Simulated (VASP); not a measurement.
A run of VASP 6.6.1 is set up as follows.

Contents of POSCAR:

```
Pt
1.0
   -1.5842200000      1.5842200000      1.5842200000
    1.5842200000     -1.5842200000      1.5842200000
    1.5842200000      1.5842200000     -1.5842200000
Pt
1
Direct
    0.0000000000      0.0000000000      0.0000000000
```

Contents of INCAR.step1:

```
SYSTEM = Pt
  PREC = Accurate
  ENCUT = 600
  ISMEAR = 0
  SIGMA = 0.1
  LREAL = .FALSE.
  LASPH = .TRUE.
  NELM = 100
  GGA = PE
  ALGO = Normal
  EDIFF = 1E-4
  LWAVE = .TRUE.
  LCHARG = .FALSE.
```

Contents of INCAR.step2:

```
SYSTEM = Pt
  PREC = Accurate
  ENCUT = 600
  EDIFF = 1E-7
  ISMEAR = 0
  SIGMA = 0.1
  LREAL = .FALSE.
  LASPH = .TRUE.
  NELM = 100
  ALGO = Normal
  ISIF = 3
  LWAVE = .FALSE.
  LCHARG = .FALSE.
  METAGGA = R2SCAN
  LMIXTAU = .TRUE.
  IBRION = 2
  NSW = 100
  EDIFFG = -0.005
  ISTART = 1
```

The input KPOINTS:

```
regular mesh
0
G
  18 18 18
  0 0 0
```

Potentials or basis: VASP PAW PBE potentials, release 64 (Pt).

Command:

```sh
$ cat potpaw_PBE.64/Pt/POTCAR > POTCAR
$ cp INCAR.step1 INCAR
$ mpirun -np 1 vasp_std > vasp.out
$ cp INCAR.step2 INCAR
$ mpirun -np 1 vasp_std > vasp.out
```

Q: Predict the space group after relaxing (to 0.1 Å).

A: Im-3m (No. 229).

Q: What does it give for the band gap on the k mesh?

A: Zero (bands 5 and 6 overlap by 2.39 eV).

The path:
```tsv
step	energy change (eV)	largest force (eV/Å)	pressure (GPa)	volume (Å³)
1	0.0000	0.0000	-6.17	15.90
2	0.0489	0.0000	20.15	14.54
3	-0.0079	0.0000	-0.14	15.51
4	-0.0079	0.0000	0.00	15.51
```

Caveat: the PAW data sets were made with another functional, which shifts forces and pressure a little; spin-orbit coupling is left out, which moves the levels of the heavy elements.
